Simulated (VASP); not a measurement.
Input of a VASP 6.6.1 run:

Contents of INCAR:

```
PREC     = Accurate       # precision mode
ENCUT    = 520            # plane-wave cutoff, eV
EDIFF    = 1E-7           # SCF threshold, eV
ISMEAR   = 0              # smearing method
SIGMA    = 0.01           # smearing width, eV
LREAL    = False          # projectors in reciprocal space
LASPH    = True           # aspherical terms in the spheres
NELM     = 80             # most SCF steps
ALGO     = Normal         # electronic algorithm
ISIF     = 2              # what is computed and relaxed
LWAVE    = False          # write WAVECAR
LCHARG   = False          # write CHGCAR
GGA      = CA             # functional
NBANDS   = 35             # bands
```

File KPOINTS:

```
Automatic mesh
0
Gamma
  12 12 2
```

File POSCAR:

```
Te2Mo
1.0
    3.5421311195      0.0000000000      0.0000000000
   -1.7710655598      3.0675755330      0.0000000000
    0.0000000000      0.0000000000     14.1766720015
Mo Te
2 4
Direct
    0.3333333333      0.6666666667      0.2500000000
    0.6666666667      0.3333333333      0.7500000000
    0.6666666667      0.3333333333      0.3765845055
    0.6666666667      0.3333333333      0.1234154945
    0.3333333333      0.6666666667      0.8765845055
    0.3333333333      0.6666666667      0.6234154945
```

Potentials or basis: VASP PAW LDA potentials, release 64 (Mo_sv, Te).

Launch:

```bash
$ cat potpaw_LDA.64/Mo_sv/POTCAR potpaw_LDA.64/Te/POTCAR > POTCAR
$ mpirun -np 1 vasp_std > vasp.out
```

Problem. Estimate the pressure.

Solution. -3.6 GPa.

Problem. What does it give for the band gap on the k mesh?

Solution. 0.78 eV (least direct gap 1.00 eV).

Stress tensor (GPa, compression positive):
```
-3.87  0.00  0.00
 0.00 -3.87  0.00
 0.00  0.00 -2.98
```

Caveat: the cell stands under tension; spin-orbit coupling is left out, which moves the levels of the heavy elements. A k mesh can miss the band edges.
